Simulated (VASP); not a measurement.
# ScAl5 (P-3m1) in VASP: notebook

The runs below take ScAl5 through single point, relaxation of cell and atoms, with PBE.

All numbers are computed with VASP 6.6.1; they aren't measurements. Logs are shortened: lines on timing, memory, paths and dates and some standing lists are left out, and cuts for length are marked.

## 1. The cell of the first run

It takes space group P-3m1 (No. 164, trigonal). Conventional cell: a = 2.834 Å, b = 2.834 Å, c = 13.883 Å, α = 90.00°, β = 90.00°, γ = 120.00°. Within 3.7 Å of Sc (site symmetry -3m) lie 6 Sc at 2.83 Å and 6 Al at 2.83 Å. Al (site symmetry 3m) has 9 Al at 2.83 Å and 3 Sc at 2.83 Å within 3.7 Å. Within 3.7 Å of Al (site symmetry 3m) lie 12 Al at 2.83 Å. Within 3.7 Å of Al (site symmetry -3m) lie 12 Al at 2.83 Å.

## 2. Single point, PBE

Contents of INCAR:

```
PREC = Accurate
ENCUT = 520
EDIFF = 1E-6
ISMEAR = 0
SIGMA = 0.1
LREAL = F
LASPH = T
NELM = 80
ALGO = Normal
ISIF = 2
LWAVE = F
LCHARG = F
GGA = PE
NBANDS = 22
```

Contents of KPOINTS:

```
regular mesh
0
Gamma
  6 6 2
```

Contents of POSCAR:

```
ScAl5
1.0
    2.8338751000      0.0000000000      0.0000000000
   -1.4169375500      2.4542078300      0.0000000000
    0.0000000000      0.0000000000     13.8830959900
Sc Al
1 5
Direct
    0.0000000000      0.0000000000      0.0000000000
    0.3333333300      0.6666666700      0.1666666700
    0.6666666700      0.3333333300      0.3333333300
    0.0000000000      0.0000000000      0.5000000000
    0.3333333300      0.6666666700      0.6666666700
    0.6666666700      0.3333333300      0.8333333300
```

Potentials or basis: VASP PAW PBE potentials, release 64 (Sc_sv, Al).

On the command line:

```
$ cat potpaw_PBE.64/Sc_sv/POTCAR potpaw_PBE.64/Al/POTCAR > POTCAR
$ mpirun -np 1 vasp_std > vasp.out
```

OUTCAR:

```text
PREC = Accurate
   ENCUT = 520
   EDIFF = 1E-6
   ISMEAR = 0
   LREAL = F
   LASPH = T
   NELM = 80
   ISIF = 2
   GGA = PE

 ion  position               nearest neighbor table
   1  0.000  0.000  0.000-   2 2.83   6 2.83   6 2.83   2 2.83   6 2.83   2 2.83
   2  0.333  0.667  0.167-   3 2.83   3 2.83   3 2.83   1 2.83   1 2.83   1 2.83
   3  0.667  0.333  0.333-   2 2.83   2 2.83   2 2.83   4 2.83   4 2.83   4 2.83
   4  0.000  0.000  0.500-   3 2.83   5 2.83   3 2.83   5 2.83   3 2.83   5 2.83
   5  0.333  0.667  0.667-   6 2.83   6 2.83   6 2.83   4 2.83   4 2.83   4 2.83
   6  0.667  0.333  0.833-   5 2.83   5 2.83   5 2.83   1 2.83   1 2.83   1 2.83

  LATTYP: Found a hexagonal cell.
 ALAT       =     2.8338751000
 C/A-ratio  =     4.8989794893

  Lattice vectors:

 A1 = (   2.8338751000,   0.0000000000,   0.0000000000)
 A2 = (  -1.4169375500,   2.4542078300,   0.0000000000)
 A3 = (   0.0000000000,   0.0000000000,  13.8830959900)

Analysis of symmetry for initial positions (statically):
=====================================================================
 Subroutine PRICEL returns:
 Original cell was already a primitive cell.

 Routine SETGRP: Setting up the symmetry group for a
 hexagonal supercell.

 Subroutine GETGRP returns: Found 12 space group operations
 (whereof 12 operations were pure point group operations)
 out of a pool of 24 trial point group operations.

The static configuration has the point symmetry D_3d.

Analysis of symmetry for dynamics (positions and initial velocities):
=====================================================================
 Subroutine PRICEL returns:
 Original cell was already a primitive cell.

 Routine SETGRP: Setting up the symmetry group for a
 hexagonal supercell.

 Subroutine GETGRP returns: Found 12 space group operations
 (whereof 12 operations were pure point group operations)
 out of a pool of 24 trial point group operations.

The dynamic configuration has the point symmetry D_3d.

 Subroutine INISYM returns: Found 12 space group operations
 (whereof 12 operations are pure point group operations),
 and found     1 'primitive' translations

----------------------------------------------------------------------------------------

                                     Primitive cell

  volume of cell :      96.5558

  direct lattice vectors                    reciprocal lattice vectors
     2.833875100  0.000000000  0.000000000     0.352873703  0.203731727  0.000000000
    -1.416937550  2.454207830  0.000000000     0.000000000  0.407463454  0.000000000
     0.000000000  0.000000000 13.883095990     0.000000000  0.000000000  0.072030043

  length of vectors
     2.833875100  2.833875102 13.883095990     0.407463455  0.407463454  0.072030043

  position of ions in fractional coordinates (direct lattice)
     0.000000000  0.000000000  0.000000000
     0.333333330  0.666666670  0.166666670
     0.666666670  0.333333330  0.333333330
     0.000000000  0.000000000  0.500000000
     0.333333330  0.666666670  0.666666670
     0.666666670  0.333333330  0.833333330

  ion indices of the primitive-cell ions
   primitive index   ion index
                 1           1
                 2           2
                 3           3
                 4           4
                 5           5
                 6           6

----------------------------------------------------------------------------------------

 KPOINTS: regular mesh

Automatic generation of k-mesh.
 Grid dimensions read from file:
 generate k-points for:    6    6    2

 Generating k-lattice:

  Cartesian coordinates                     Fractional coordinates (reciprocal lattice)
     0.058812284  0.033955288  0.000000000     0.166666667  0.000000000  0.000000000
     0.000000000  0.067910576  0.000000000     0.000000000  0.166666667  0.000000000
     0.000000000  0.000000000  0.036015021     0.000000000  0.000000000  0.500000000

  Length of vectors
     0.067910576  0.067910576  0.036015021

  Shift w.r.t. Gamma in fractional coordinates (k-lattice)
     0.000000000  0.000000000  0.000000000

 Subroutine IBZKPT returns following result:
 ===========================================

 Found     14 irreducible k-points:

 Following reciprocal coordinates:
            Coordinates               Weight
  0.000000  0.000000  0.000000      1.000000
  0.166667 -0.000000  0.000000      6.000000
  0.333333 -0.000000  0.000000      6.000000
  0.500000 -0.000000  0.000000      3.000000
  0.166667  0.166667  0.000000      6.000000
  0.333333  0.166667  0.000000     12.000000
  0.333333  0.333333  0.000000      2.000000
  0.000000  0.000000  0.500000      1.000000
  0.166667 -0.000000  0.500000      6.000000
  0.333333 -0.000000  0.500000      6.000000
  0.500000 -0.000000  0.500000      3.000000
  0.166667  0.166667  0.500000      6.000000
  0.333333  0.166667  0.500000     12.000000
  0.333333  0.333333  0.500000      2.000000
   k-points           NKPTS =     14   k-points in BZ     NKDIM =     14   number of bands    NBANDS=     22
   number of dos      NEDOS =    301   number of ions     NIONS =      6
   total plane-waves  NPLWV =  62208
   dimension x,y,z NGX =    24 NGY =   24 NGZ =  108
   dimension x,y,z NGXF=    48 NGYF=   48 NGZF=  216
   ions per type =               1   5
   NGX,Y,Z   is equivalent  to a cutoff of  14.08, 14.08, 12.93 a.u.
   NGXF,Y,Z  is equivalent  to a cutoff of  28.16, 28.16, 25.87 a.u.
 SYSTEM =  unknown system
   PREC   = accura    normal or accurate (medium, high low for compatibility)
   ISTART =      0    job   : 0-new  1-cont  2-samecut
   ICHARG =      2    charge: 1-file 2-atom 10-const
   ISPIN  =      1    spin polarized calculation?
   LNONCOLLINEAR =      F non collinear calculations
   LSORBIT =      F    spin-orbit coupling
   LASPH  =      T    aspherical Exc in radial PAW
   ENCUT  =  520.0 eV  38.22 Ry    6.18 a.u.   5.27  5.27 25.81*2*pi/ulx,y,z
   NELM   =     80;   NELMIN=  2; NELMDL= -5     # of ELM steps
   EDIFF  = 0.1E-05   stopping-criterion for ELM
   LREAL  =      F    real-space projection
   EDIFFG = 0.1E-04   stopping-criterion for IOM
   NSW    =      0    number of steps for IOM
   IBRION =     -1    ionic relax: 0-MD 1-quasi-New 2-CG
   NFREE  =      0    steps in history (QN), initial steepest desc. (CG)
   ISIF   =      2    stress and relaxation
   ISYM   =      2    0-nonsym 1-usesym 2-fastsym
   POTIM  = 0.5000    time-step for ionic-motion
   TEBEG  =    0.0;   TEEND  =   0.0 temperature during run
   PSTRESS=    0.0 pullay stress
   NELECT =      26.0000    total number of electrons
   NUPDOWN=      -1.0000    fix difference up-down
   EMIN   =  10.00;   EMAX   =-10.00  energy-range for DOS
   EFERMI =   0.00;   METHOD = LEGACY
   ISMEAR =     0;   SIGMA  =   0.10  broadening in eV -4-tet -1-fermi 0-gaus
   EFERMI_NEDOS =   21; number of points for ismear=-14 and -15
   IALGO  =     38    algorithm
   IMIX   =      4    mixing-type and parameters
     AMIX     =   0.40;   BMIX     =  1.00
     AMIX_MAG =   1.60;   BMIX_MAG =  1.00
  volume/ion in A,a.u.               =      16.09       108.60
  Fermi-wavevector in a.u.,A,eV,Ry     =   1.057158  1.997739 15.205635  1.117583
  Thomas-Fermi vector in A             =   2.192420
   LORBIT       =      0    0 simple, 1 ext, 2 COOP (PROOUT), +10 PAW based schemes
   GGA     = PE    functional components
   LHFCALC =     F    Hartree Fock is set to
   AEXX    =    0.0000 exact exchange contribution
   IVDW    =     0    specifies the selected vdW correction
   LEPSILON=     F    determine dielectric tensor
   LRPA    =     F    only Hartree local field effects (RPA)
 non-spin polarized calculation
 Gauss-broadening in eV      SIGMA  =   0.10
  energy-cutoff  :      520.00
  volume of cell :       96.56
 maximum number of plane-waves:      2620
 NGX is ok and might be reduce to    24
   NGX = 11   NGY = 11   NGZ = 51

 number of electron      26.0000001 magnetization

 Free energy of the ion-electron system (eV)
  ---------------------------------------------------
  ext. energy  EPLUGINS =         0.00000000
  ---------------------------------------------------
  free energy    TOTEN  =       -24.95078860 eV

  energy without entropy =      -24.94153278  energy(sigma->0) =      -24.94616069

 E-fermi :   7.9154     XC(G=0): -10.5296

 val. band max:        7.8693866748   @ k =   0.3333  -0.0000   0.0000
 cond. band min:       7.9886913330   @ k =   0.3333  -0.0000   0.5000
 fundamental gap:      0.1193046582
 Fermi energy:         7.9154258639

 k-point     1 :       0.0000    0.0000    0.0000
  band No.  band energies     occupation
      1     -40.6090      2.00000
      2     -19.4193      2.00000
      3     -18.6714      2.00000
      4     -18.6714      2.00000
      5      -3.1898      2.00000
      6      -2.4465      2.00000
[... 14 lines left out ...]
     21      19.0446      0.00000
     22      19.0537      0.00000

 k-point     2 :       0.1667   -0.0000    0.0000
  band No.  band energies     occupation
      1     -40.5561      2.00000
      2     -19.3655      2.00000
      3     -18.9691      2.00000
      4     -18.7356      2.00000
      5      -2.5086      2.00000
      6      -1.7776      2.00000
[... 14 lines left out ...]
     21      14.8041      0.00000
     22      16.1417      0.00000

 k-point     3 :       0.3333   -0.0000    0.0000
  band No.  band energies     occupation
      1     -40.4486      2.00000
      2     -19.5347      2.00000
      3     -19.2565      2.00000
      4     -18.8614      2.00000
      5      -0.4875      2.00000
      6       0.2058      2.00000
[... 14 lines left out ...]
     21      13.0645      0.00000
     22      13.2388      0.00000
[... 226 lines left out ...]
 k-point    13 :       0.3333    0.1667    0.5000
  band No.  band energies     occupation
      1     -40.3940      2.00000
      2     -19.6624      2.00000
      3     -19.2016      2.00000
      4     -19.0816      2.00000
      5       1.5082      2.00000
      6       2.1242      2.00000
[... 14 lines left out ...]
     21      11.3049      0.00000
     22      12.1628      0.00000

 k-point    14 :       0.3333    0.3333    0.5000
  band No.  band energies     occupation
      1     -40.3667      2.00000
      2     -19.4630      2.00000
      3     -19.4630      2.00000
      4     -19.1742      2.00000
      5       4.6959      2.00000
      6       4.6959      2.00000
[... 14 lines left out ...]
     21      10.1557      0.00000
     22      10.7519      0.00000

------------------------ aborting loop because EDIFF is reached ----------------------------------------

  FORCE on cell =-STRESS in cart. coord.  units (eV):
  Direction    XX          YY          ZZ          XY          YZ          ZX
  --------------------------------------------------------------------------------------
  -------------------------------------------------------------------------------------
  Total        6.0025838      6.0025838      5.2612751      0.0000000      0.0000000      0.0000000
  in kB       99.6025477     99.6025478     87.3018050      0.0000000      0.0000000      0.0000000
  external PRESSURE =      95.5023002 kB  Pullay stress =       0.0000000 kB

 VOLUME and BASIS-vectors are now :
 -----------------------------------------------------------------------------
  energy-cutoff  :      520.00
  volume of cell :       96.56
      direct lattice vectors                 reciprocal lattice vectors
     2.833875100  0.000000000  0.000000000     0.352873703  0.203731727  0.000000000
    -1.416937550  2.454207830  0.000000000     0.000000000  0.407463454  0.000000000
     0.000000000  0.000000000 13.883095990     0.000000000  0.000000000  0.072030043

 POSITION                                       TOTAL-FORCE (eV/Angst)
 -----------------------------------------------------------------------------------
      0.00000      0.00000      0.00000         0.000000      0.000000      0.000000
     -0.00000      1.63614      2.31385        -0.000000      0.000000      0.790994
      1.41694      0.81807      4.62770         0.000000     -0.000000      0.010385
      0.00000      0.00000      6.94155         0.000000      0.000000      0.000000
     -0.00000      1.63614      9.25540        -0.000000      0.000000     -0.010385
      1.41694      0.81807     11.56925         0.000000      0.000000     -0.790994
 -----------------------------------------------------------------------------------
    total drift:                                0.000000     -0.000000     -0.000000

  FREE ENERGIE OF THE ION-ELECTRON SYSTEM (eV)
  ---------------------------------------------------
  free  energy   TOTEN  =       -24.9507885981 eV

  energy  without entropy=      -24.9415327785  energy(sigma->0) =      -24.94616069
```

Run time: 18 s. Hardware: 1 thread of AMD EPYC 9R45 (Zen 5), shared host; peak memory 0.19 GiB.

What came out:

```yaml
Free_energy: -24.9508 eV
Pressure: 9.6 GPa
Largest_force: 0.791 eV/Å
Band_gap_on_the_k_mesh: zero (bands 13 and 14 overlap by 2.70 eV)
```

Forces on the atoms (eV/Å):
```
Sc   0.000  0.000  0.000
Al   0.000  0.000  0.791
Al   0.000  0.000  0.010
Al   0.000  0.000  0.000
Al   0.000  0.000 -0.010
Al   0.000  0.000 -0.791
```

Caveat: the k points lie up to 0.43 Å⁻¹ apart, too coarse for converged energies and pressures of a metal.

## 3. Single point, PBE

This run uses another cell than the first one, of 17.82 Å³/atom.

Contents of INCAR:

```
  ALGO = Fast
  EDIFF = 1E-6
  ENCUT = 520
  GGA = PE
  ISIF = 2
  ISMEAR = 0
  LASPH = T
  LCHARG = F
  LREAL = F
  LWAVE = F
  NBANDS = 22
  NELM = 80
  PREC = Accurate
  SIGMA = 0.1
```

Contents of KPOINTS:

```
k-points
0
Gamma
  6 6 2
```

Contents of POSCAR:

```
ScAl5
1.0
    2.9564078977      0.0000000000      0.0000000000
   -1.4782039488      2.5603243433      0.0000000000
    0.0000000000      0.0000000000     14.1246835425
Sc Al
1 5
Direct
    0.0000000000      0.0000000000      0.0000000000
    0.3333333333      0.6666666667      0.1742301058
    0.6666666667      0.3333333333      0.3361518915
    0.0000000000      0.0000000000      0.5000000000
    0.3333333333      0.6666666667      0.6638481085
    0.6666666667      0.3333333333      0.8257698942
```

Potentials or basis: VASP PAW PBE potentials, release 64 (Sc_sv, Al).

On the command line:

```
$ cat potpaw_PBE.64/Sc_sv/POTCAR potpaw_PBE.64/Al/POTCAR > POTCAR
$ mpirun -np 1 vasp_std > vasp.out
```

It took 21 s on 1 thread of AMD EPYC 9R45 (Zen 5), shared host; peak memory 0.2 GiB.

The run converged. Its results:

* Free energy: -25.3272 eV
* Pressure: 0.2 GPa
* Largest force: 0.023 eV/Å
* Band gap on the k mesh: zero (bands 13 and 14 overlap by 2.87 eV)

Forces in eV/Å, atoms in the order of the input:
```
Sc   0.000  0.000  0.000
Al   0.000  0.000  0.023
Al   0.000  0.000  0.002
Al   0.000  0.000  0.000
Al   0.000  0.000 -0.002
Al   0.000  0.000 -0.023
```

Stress tensor (GPa, compression positive):
```
0.15 0.00 0.00
0.00 0.15 0.00
0.00 0.00 0.24
```

Levels at points of the mesh, in eV from the Fermi level:
```csv
k point,band 10,band 11,band 12,band 13,band 14,band 15,band 16,band 17
"(0.00, 0.00, 0.00)",-3.45,-2.73,-0.12,1.92,2.15,2.15,3.87,3.87
"(0.50, 0.00, 0.00)",-3.52,-2.53,-1.98,-1.25,-0.70,0.00,0.19,2.02
"(0.00, 0.00, 0.50)",-4.55,-1.49,-0.85,1.83,2.15,2.15,3.87,3.87
"(0.50, 0.00, 0.50)",-3.20,-2.65,-1.91,-1.48,-0.75,0.15,0.78,1.34
```

Caveat: the k points lie up to 0.41 Å⁻¹ apart, too coarse for converged energies and pressures of a metal.

[end of part 1 of 2]

The gap in the log of VASP goes by the Fermi energy; the results here count the filled bands.